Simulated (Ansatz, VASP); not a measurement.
## Two plane-wave programs on Rh

INCAR

```
SYSTEM = Rh
PREC = Accurate
ENCUT = 520
EDIFF = 1E-6
ISMEAR = -1
SIGMA = 0.15
LREAL = .False.
LASPH = .True.
NELM = 150
ALGO = Normal
ISIF = 2
LWAVE = .False.
LCHARG = .False.
MAGMOM = 0 0 0
LORBIT = 11
LSORBIT = .True.
GGA_COMPAT = .False.
LORBMOM = .True.
LMAXMIX = 4
GGA = PE
NBANDS = 26
```

File KPOINTS:

```
Automatic mesh
0
Gamma
  4 4 4
  0 0 0
```

The input POSCAR:

```
Rh
1.0
    0.0000000000      1.9129000000      1.9129000000
    1.9129000000      0.0000000000      1.9129000000
    1.9129000000      1.9129000000      0.0000000000
Rh
1
Direct
    0.0000000000      0.0000000000      0.0000000000
```

Input for Ansatz:

```yaml
crystal:
  lattice:
    - [0, 1.9129, 1.9129]
    - [1.9129, 0, 1.9129]
    - [1.9129, 1.9129, 0]
  atoms:
    - { symbol: Rh, position: [0, 0, 0] }
kpoints:
  mp_grid: { grid: [4, 4, 4] }
hamiltonian:
  xc: pbe
  pseudopotentials:
    kind: paw_fr
    azcp:
      Rh: "pseudopotentials/pbe/paw/ansatz_paw_generated_hard_1/Rh.paw.azcp"
scf:
  occupations: { method: fermi_dirac, width: 0.15 }
  convergence: { dr2_threshold: "1e-9 eV" }
  max_iter: 300
output:
  forces: true
  stress: true
  eigenvalues: true
magnetization:
  noncollinear: true
  spin_orbit: true
```

Alike in both runs: task single point; functional PBE; k mesh 4 × 4 × 4; occupations fermi-dirac, width 0.15 eV; non-collinear spin, spin-orbit coupling.

```csv
,VASP,Ansatz
version,VASP 6.6.1,Ansatz 0.2.0 development build
potentials or method,"VASP PAW PBE potentials, release 64 (Rh_pv)","plane waves, PAW datasets (generated hard set"
plane-wave cutoff (eV),520,700
valence electrons in the cell,15,17
```

```tsv
	VASP	Ansatz	Ansatz less VASP
net moment per atom (μB)	0.00	0.00	0.000
```

With one functional, cell and mesh, what is left measures potentials, basis and numerics. VASP's potentials hold 15 valence electrons a cell and Ansatz's 17, so a difference there can come from the potentials and not from the codes. Ansatz's warnings: stress scf threshold loose.

The k mesh is coarse, so the values compare programs but aren't converged.
